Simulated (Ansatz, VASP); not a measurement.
One calculation of Bi4Te, two programs

```
Bi Te
1.0
     5.61375    0.00000    0.00000
    -2.80687    4.86165    0.00000
     0.00000    0.00000    6.58380
Bi Te
4 1
Direct
  0.33333 0.66667 0.75103
  0.33333 0.66667 0.24897
  0.66667 0.33333 0.24897
  0.66667 0.33333 0.75103
  0.00000 0.00000 0.00000
```

Alike in both runs: functional PBE; k mesh 12 × 12 × 6; occupations gaussian, width 0.1 eV; no spin polarisation.

Ansatz relaxed the structure, and its values are those at the end. VASP's run is a single point on that final structure, the one shown.

|  | VASP | Ansatz |
| --- | --- | --- |
| version | VASP 6.6.1 | Ansatz 0.2.0 |
| potentials or method | VASP PAW PBE potentials, release 64 (Bi_d, Te), cutoff 520 eV | scalar-relativistic, plane waves, PAW |
| valence electrons in the cell | 66 | 76 |

|  | VASP | Ansatz | Ansatz less VASP |
| --- | --- | --- | --- |
| gap on the k mesh at the Fermi level (eV) | none | none | - |
| pressure (GPa) | -0.1 | 0.0 | +0.05 |
| rms of the force components (eV/Å) | 0.005 | 0.005 | -0.0001 |

A gap of «none» marks a metal or a gap that the smearing closes. With one functional, cell and mesh, what is left measures potentials, basis and numerics. VASP's potentials hold 66 valence electrons a cell and Ansatz's 76, so a difference there can come from the potentials and not from the codes.

Spin-orbit coupling is off throughout.
